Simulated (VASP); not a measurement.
# HfMoC2 (P4/mmm) in VASP: a series of runs

The runs below take HfMoC2 through single point, with LDA.

Everything below comes from runs of VASP 6.6.1. Logs are shortened: lines on timing, memory, paths and dates and some standing lists are left out, and cuts for length are marked.

### Step 1. The cell of the first run

The structure is tetragonal, space group P4/mmm (No. 123). The conventional cell has a = 3.213 Å, b = 3.213 Å, c = 4.515 Å, α = 90.00°, β = 90.00°, γ = 90.00°. Hf (site symmetry 4/mmm) has 6 C at 2.26 to 2.27 Å within 3.0 Å. Within 3.0 Å of Mo (site symmetry 4/mmm) lie 6 C at 2.26 to 2.27 Å. C (site symmetry 4/mmm) has 2 Mo at 2.26 Å and 4 Hf at 2.27 Å within 3.0 Å. Within 3.0 Å of C (site symmetry 4/mmm) lie 2 Hf at 2.26 Å and 4 Mo at 2.27 Å.

### Step 2. Single point, LDA (11.65 Å³/atom)

File INCAR:

```
ALGO = Normal
EDIFF = 1E-6
ENCUT = 520
GGA = CA
ISIF = 2
ISMEAR = -1
LASPH = T
LCHARG = F
LREAL = F
LWAVE = F
NBANDS = 24
NELM = 80
PREC = Accurate
SIGMA = 0.05
```

File KPOINTS:

```
k-points
0
Gamma
  8 8 6
```

File POSCAR:

```
HfMoC2
1.0
    3.2125588676      0.0000000000      0.0000000000
    0.0000000000      3.2125588676      0.0000000000
    0.0000000000      0.0000000000      4.5148679385
Hf Mo C
1 1 2
Direct
    0.0000000000      0.0000000000      0.0000000000
    0.5000000000      0.5000000000      0.5000000000
    0.5000000000      0.5000000000      0.0000000000
    0.0000000000      0.0000000000      0.5000000000
```

Potentials or basis: VASP PAW LDA potentials, release 64 (Hf_pv, Mo_sv, C).

On the command line:

```
> cat potpaw_LDA.64/Hf_pv/POTCAR potpaw_LDA.64/Mo_sv/POTCAR potpaw_LDA.64/C/POTCAR > POTCAR
> mpirun -np 1 vasp_std > vasp.out
```

OUTCAR:

```text
EDIFF = 1E-6
   ENCUT = 520
   GGA = CA
   ISIF = 2
   ISMEAR = -1
   LASPH = T
   LREAL = F
   NELM = 80
   PREC = Accurate

 ion  position               nearest neighbor table
   1  0.000  0.000  0.000-   4 2.26   4 2.26   3 2.27   3 2.27   3 2.27   3 2.27   2 3.20   2 3.20
                             2 3.20   2 3.20   2 3.20   2 3.20   2 3.20   2 3.20
   2  0.500  0.500  0.500-   3 2.26   3 2.26   4 2.27   4 2.27   4 2.27   4 2.27   1 3.20   1 3.20
                             1 3.20   1 3.20   1 3.20   1 3.20   1 3.20   1 3.20
   3  0.500  0.500  0.000-   2 2.26   2 2.26   1 2.27   1 2.27   1 2.27   1 2.27
   4  0.000  0.000  0.500-   1 2.26   1 2.26   2 2.27   2 2.27   2 2.27   2 2.27

  LATTYP: Found a simple tetragonal cell.
 ALAT       =     3.2125588676
 C/A-ratio  =     1.4053806092

  Lattice vectors:

 A1 = (   3.2125588676,   0.0000000000,   0.0000000000)
 A2 = (   0.0000000000,   3.2125588676,   0.0000000000)
 A3 = (   0.0000000000,   0.0000000000,   4.5148679385)

Analysis of symmetry for initial positions (statically):
=====================================================================
 Subroutine PRICEL returns:
 Original cell was already a primitive cell.

 Routine SETGRP: Setting up the symmetry group for a
 simple tetragonal supercell.

 Subroutine GETGRP returns: Found 16 space group operations
 (whereof 16 operations were pure point group operations)
 out of a pool of 16 trial point group operations.

The static configuration has the point symmetry D_4h.

Analysis of symmetry for dynamics (positions and initial velocities):
=====================================================================
 Subroutine PRICEL returns:
 Original cell was already a primitive cell.

 Routine SETGRP: Setting up the symmetry group for a
 simple tetragonal supercell.

 Subroutine GETGRP returns: Found 16 space group operations
 (whereof 16 operations were pure point group operations)
 out of a pool of 16 trial point group operations.

The dynamic configuration has the point symmetry D_4h.

 Subroutine INISYM returns: Found 16 space group operations
 (whereof 16 operations are pure point group operations),
 and found     1 'primitive' translations

----------------------------------------------------------------------------------------

                                     Primitive cell

  volume of cell :      46.5959

  direct lattice vectors                    reciprocal lattice vectors
     3.212558868  0.000000000  0.000000000     0.311278343  0.000000000  0.000000000
     0.000000000  3.212558868  0.000000000     0.000000000  0.311278343  0.000000000
     0.000000000  0.000000000  4.514867939     0.000000000  0.000000000  0.221490421

  length of vectors
     3.212558868  3.212558868  4.514867939     0.311278343  0.311278343  0.221490421

  position of ions in fractional coordinates (direct lattice)
     0.000000000  0.000000000  0.000000000
     0.500000000  0.500000000  0.500000000
     0.500000000  0.500000000  0.000000000
     0.000000000  0.000000000  0.500000000

  ion indices of the primitive-cell ions
   primitive index   ion index
                 1           1
                 2           2
                 3           3
                 4           4

----------------------------------------------------------------------------------------

 KPOINTS: k-points

Automatic generation of k-mesh.
 Grid dimensions read from file:
 generate k-points for:    8    8    6

 Generating k-lattice:

  Cartesian coordinates                     Fractional coordinates (reciprocal lattice)
     0.038909793  0.000000000  0.000000000     0.125000000  0.000000000  0.000000000
     0.000000000  0.038909793  0.000000000     0.000000000  0.125000000  0.000000000
     0.000000000  0.000000000  0.036915070     0.000000000  0.000000000  0.166666667

  Length of vectors
     0.038909793  0.038909793  0.036915070

  Shift w.r.t. Gamma in fractional coordinates (k-lattice)
     0.000000000  0.000000000  0.000000000

 Subroutine IBZKPT returns following result:
 ===========================================

 Found     60 irreducible k-points:

 Following reciprocal coordinates:
            Coordinates               Weight
  0.000000  0.000000  0.000000      1.000000
  0.125000  0.000000  0.000000      4.000000
  0.250000  0.000000  0.000000      4.000000
  0.375000  0.000000  0.000000      4.000000
  0.500000  0.000000  0.000000      2.000000
  0.125000  0.125000  0.000000      4.000000
[... 16 lines left out ...]
  0.375000  0.125000  0.166667     16.000000
  0.500000  0.125000  0.166667      8.000000
 [... further k-points ...]
   k-points           NKPTS =     60   k-points in BZ     NKDIM =     60   number of bands    NBANDS=     24
   number of dos      NEDOS =    301   number of ions     NIONS =      4
   total plane-waves  NPLWV =  20736
   dimension x,y,z NGX =    24 NGY =   24 NGZ =   36
   dimension x,y,z NGXF=    48 NGYF=   48 NGZF=   72
   ions per type =               1   1   2
   NGX,Y,Z   is equivalent  to a cutoff of  12.42, 12.42, 13.26 a.u.
   NGXF,Y,Z  is equivalent  to a cutoff of  24.84, 24.84, 26.51 a.u.
 SYSTEM =  unknown system
   PREC   = accura    normal or accurate (medium, high low for compatibility)
   ISTART =      0    job   : 0-new  1-cont  2-samecut
   ICHARG =      2    charge: 1-file 2-atom 10-const
   ISPIN  =      1    spin polarized calculation?
   LNONCOLLINEAR =      F non collinear calculations
   LSORBIT =      F    spin-orbit coupling
   LASPH  =      T    aspherical Exc in radial PAW
   ENCUT  =  520.0 eV  38.22 Ry    6.18 a.u.   5.97  5.97  8.39*2*pi/ulx,y,z
   NELM   =     80;   NELMIN=  2; NELMDL= -5     # of ELM steps
   EDIFF  = 0.1E-05   stopping-criterion for ELM
   LREAL  =      F    real-space projection
   EDIFFG = 0.1E-04   stopping-criterion for IOM
   NSW    =      0    number of steps for IOM
   IBRION =     -1    ionic relax: 0-MD 1-quasi-New 2-CG
   NFREE  =      0    steps in history (QN), initial steepest desc. (CG)
   ISIF   =      2    stress and relaxation
   ISYM   =      2    0-nonsym 1-usesym 2-fastsym
   POTIM  = 0.5000    time-step for ionic-motion
   TEBEG  =    0.0;   TEEND  =   0.0 temperature during run
   PSTRESS=    0.0 pullay stress
   NELECT =      32.0000    total number of electrons
   NUPDOWN=      -1.0000    fix difference up-down
   EMIN   =  10.00;   EMAX   =-10.00  energy-range for DOS
   EFERMI =   0.00;   METHOD = LEGACY
   ISMEAR =    -1;   SIGMA  =   0.05  broadening in eV -4-tet -1-fermi 0-gaus
   EFERMI_NEDOS =   21; number of points for ismear=-14 and -15
   IALGO  =     38    algorithm
   IMIX   =      4    mixing-type and parameters
     AMIX     =   0.40;   BMIX     =  1.00
     AMIX_MAG =   1.60;   BMIX_MAG =  1.00
  volume/ion in A,a.u.               =      11.65        78.61
  Fermi-wavevector in a.u.,A,eV,Ry     =   1.444361  2.729446 28.384183  2.086179
  Thomas-Fermi vector in A             =   2.562665
   LORBIT       =      0    0 simple, 1 ext, 2 COOP (PROOUT), +10 PAW based schemes
   GGA     = CA    functional components
   LHFCALC =     F    Hartree Fock is set to
   AEXX    =    0.0000 exact exchange contribution
   IVDW    =     0    specifies the selected vdW correction
   LEPSILON=     F    determine dielectric tensor
   LRPA    =     F    only Hartree local field effects (RPA)
 non-spin polarized calculation
  energy-cutoff  :      520.00
  volume of cell :       46.60
 maximum number of plane-waves:      1278
 NGX is ok and might be reduce to    24
   NGX = 11   NGY = 11   NGZ = 17

 number of electron      32.0000003 magnetization

 Free energy of the ion-electron system (eV)
  ---------------------------------------------------
  ext. energy  EPLUGINS =         0.00000000
  ---------------------------------------------------
  free energy    TOTEN  =       -44.76947505 eV

  energy without entropy =      -44.75693508  energy(sigma->0) =      -44.76320506

 E-fermi :   9.0489     XC(G=0): -13.0079

 val. band max:        9.0277003683   @ k =   0.5000   0.0000   0.1667
 cond. band min:       9.0905169094   @ k =   0.1250   0.1250   0.5000
 fundamental gap:      0.0628165411
 Fermi energy:         9.0488827476

 k-point     1 :       0.0000    0.0000    0.0000
  band No.  band energies     occupation
      1     -52.6031      2.00000
      2     -26.8355      2.00000
      3     -26.7827      2.00000
      4     -26.7827      2.00000
      5     -21.1977      2.00000
      6     -20.9121      2.00000
[... 16 lines left out ...]
     23      13.4719      0.00000
     24      13.4719      0.00000

 k-point     2 :       0.1250    0.0000    0.0000
  band No.  band energies     occupation
      1     -52.6007      2.00000
      2     -26.8308      2.00000
      3     -26.8175      2.00000
      4     -26.7782      2.00000
      5     -21.1937      2.00000
      6     -20.9864      2.00000
[... 16 lines left out ...]
     23      13.4501      0.00000
     24      14.2874      0.00000

 k-point     3 :       0.2500    0.0000    0.0000
  band No.  band energies     occupation
      1     -52.5948      2.00000
      2     -26.9006      2.00000
      3     -26.8195      2.00000
      4     -26.7674      2.00000
      5     -21.1841      2.00000
      6     -21.1612      2.00000
[... 16 lines left out ...]
     23      13.3937      0.00000
     24      16.0594      0.00000

 k-point     4 :       0.3750    0.0000    0.0000
  band No.  band energies     occupation
      1     -52.5889      2.00000
      2     -26.9826      2.00000
      3     -26.8082      2.00000
      4     -26.7565      2.00000
      5     -21.3299      2.00000
      6     -21.1744      2.00000
[... 16 lines left out ...]
     23      15.0224      0.00000
     24      15.6496      0.00000

 k-point     5 :       0.5000    0.0000    0.0000
  band No.  band energies     occupation
      1     -52.5865      2.00000
      2     -27.0162      2.00000
      3     -26.8035      2.00000
      4     -26.7520      2.00000
      5     -21.3982      2.00000
      6     -21.1704      2.00000
[... 16 lines left out ...]
     23      15.4977      0.00000
     24      15.9558      0.00000

 k-point     6 :       0.1250    0.1250    0.0000
  band No.  band energies     occupation
      1     -52.5982      2.00000
      2     -26.8263      2.00000
      3     -26.8137      2.00000
      4     -26.8122      2.00000
      5     -21.1893      2.00000
      6     -20.9829      2.00000
[... 16 lines left out ...]
     23      13.2960      0.00000
     24      14.6299      0.00000
[... 379 lines left out ...]
 k-point    21 :       0.1250    0.1250    0.1667
  band No.  band energies     occupation
      1     -52.5983      2.00000
      2     -26.8268      2.00000
      3     -26.8137      2.00000
      4     -26.8117      2.00000
      5     -21.1970      2.00000
      6     -20.9814      2.00000
[... 16 lines left out ...]
     23      13.4845      0.00000
     24      14.6392      0.00000

 k-point    22 :       0.2500    0.1250    0.1667
  band No.  band energies     occupation
      1     -52.5924      2.00000
      2     -26.8966      2.00000
      3     -26.8168      2.00000
      4     -26.8017      2.00000
      5     -21.1839      2.00000
      6     -21.1466      2.00000
[... 16 lines left out ...]
     23      13.8183      0.00000
     24      16.0349      0.00000

 k-point    23 :       0.3750    0.1250    0.1667
  band No.  band energies     occupation
      1     -52.5865      2.00000
      2     -26.9789      2.00000
      3     -26.8073      2.00000
      4     -26.7906      2.00000
      5     -21.3124      2.00000
      6     -21.1691      2.00000
[... 16 lines left out ...]
     23      14.6372      0.00000
     24      16.7679      0.00000

 k-point    24 :       0.5000    0.1250    0.1667
  band No.  band energies     occupation
      1     -52.5840      2.00000
      2     -27.0127      2.00000
      3     -26.8034      2.00000
      4     -26.7860      2.00000
      5     -21.3791      2.00000
      6     -21.1635      2.00000
[... 16 lines left out ...]
     23      15.1017      0.00000
     24      16.7202      0.00000

 [... further k-points ...]
[... 5 lines left out ...]
  --------------------------------------------------------------------------------------
  -------------------------------------------------------------------------------------
  Total       -4.9336711     -4.9336711     -6.1844252      0.0000000      0.0000000     -0.0000000
  in kB     -169.6420610   -169.6420610   -212.6486759      0.0000000      0.0000000     -0.0000000
  external PRESSURE =    -183.9775993 kB  Pullay stress =       0.0000000 kB

 VOLUME and BASIS-vectors are now :
 -----------------------------------------------------------------------------
  energy-cutoff  :      520.00
  volume of cell :       46.60
      direct lattice vectors                 reciprocal lattice vectors
     3.212558868  0.000000000  0.000000000     0.311278343  0.000000000  0.000000000
     0.000000000  3.212558868  0.000000000     0.000000000  0.311278343  0.000000000
     0.000000000  0.000000000  4.514867939     0.000000000  0.000000000  0.221490421

 POSITION                                       TOTAL-FORCE (eV/Angst)
 -----------------------------------------------------------------------------------
      0.00000      0.00000      0.00000         0.000000      0.000000      0.000000
      1.60628      1.60628      2.25743         0.000000      0.000000      0.000000
      1.60628      1.60628      0.00000         0.000000      0.000000      0.000000
      0.00000      0.00000      2.25743         0.000000      0.000000      0.000000
 -----------------------------------------------------------------------------------
    total drift:                                0.000000      0.000000     -0.000000

  FREE ENERGIE OF THE ION-ELECTRON SYSTEM (eV)
  ---------------------------------------------------
  free  energy   TOTEN  =       -44.7694750456 eV

  energy  without entropy=      -44.7569350841  energy(sigma->0) =      -44.76320506
```

It took 66 s on 1 thread of Intel Xeon 8259CL, shared host; peak memory 0.19 GiB.

What came out:

```
Free energy            : -44.7695 eV
Pressure               : -18.4 GPa
Band gap on the k mesh : zero (bands 16 and 17 overlap by 2.46 eV)
```

Stress tensor (GPa, compression positive):
```
-16.96   0.00   0.00
  0.00 -16.96   0.00
  0.00   0.00 -21.26
```

Caveat: the cell stands under tension; spin-orbit coupling is left out, which moves the levels of the heavy elements.

### Step 3. Single point, LDA (11.88 Å³/atom)

This run uses another cell than the first one, of 11.88 Å³/atom.

File INCAR:

```
PREC = Accurate
ENCUT = 520
EDIFF = 1E-7
ISMEAR = -1
SIGMA = 0.05
LREAL = F
LASPH = T
NELM = 80
ALGO = Normal
ISIF = 2
LWAVE = F
LCHARG = F
NBANDS = 24
```

File KPOINTS:

```
regular mesh
0
Gamma
  8 8 6
```

File POSCAR:

```
HfMoC2
1.0
    3.2334202240      0.0000000000      0.0000000000
    0.0000000000      3.2334202240      0.0000000000
    0.0000000000      0.0000000000      4.5441860843
Hf Mo C
1 1 2
Direct
    0.0000000000      0.0000000000      0.0000000000
    0.5000000000      0.5000000000      0.5000000000
    0.5000000000      0.5000000000      0.0000000000
    0.0000000000      0.0000000000      0.5000000000
```

Potentials or basis: VASP PAW LDA potentials, release 64 (Hf_pv, Mo_sv, C).

On the command line:

```
> cat potpaw_LDA.64/Hf_pv/POTCAR potpaw_LDA.64/Mo_sv/POTCAR potpaw_LDA.64/C/POTCAR > POTCAR
> mpirun -np 1 vasp_std > vasp.out
```

It took 74 s on 1 thread of Intel Xeon 8259CL, shared host; peak memory 0.19 GiB.

Results (log left out):

```yaml
Free_energy: -44.6523 eV
Pressure: -22.7 GPa
Band_gap_on_the_k_mesh: zero (bands 16 and 17 overlap by 2.35 eV)
```

Stress tensor (GPa, compression positive):
```
-21.34   0.00   0.00
  0.00 -21.34   0.00
  0.00   0.00 -25.52
```

Levels at points of the mesh, in eV from the Fermi level:
```
           k point  band 13  band 14  band 15  band 16  band 17  band 18  band 19  band 20
(0.00, 0.00, 0.00)    -1.28    -1.15    -1.15    -0.39    -0.36     0.12     0.14     0.14
(0.50, 0.00, 0.00)    -4.08    -3.63    -3.51    -0.40     0.88     2.11     2.96     3.12
(0.50, 0.50, 0.00)    -3.65    -1.20    -1.00    -1.00    -0.92     1.00     1.29     2.33
(0.00, 0.00, 0.50)    -2.09    -2.09    -1.63    -1.63    -1.31    -0.29     2.00     2.00
(0.50, 0.00, 0.50)    -4.92    -4.15    -4.07     0.93     1.01     1.64     4.27     5.04
(0.50, 0.50, 0.50)    -4.04    -4.03    -4.03     1.04     1.04     1.30     3.00     3.00
```

Caveat: the cell stands under tension; spin-orbit coupling is left out, which moves the levels of the heavy elements.
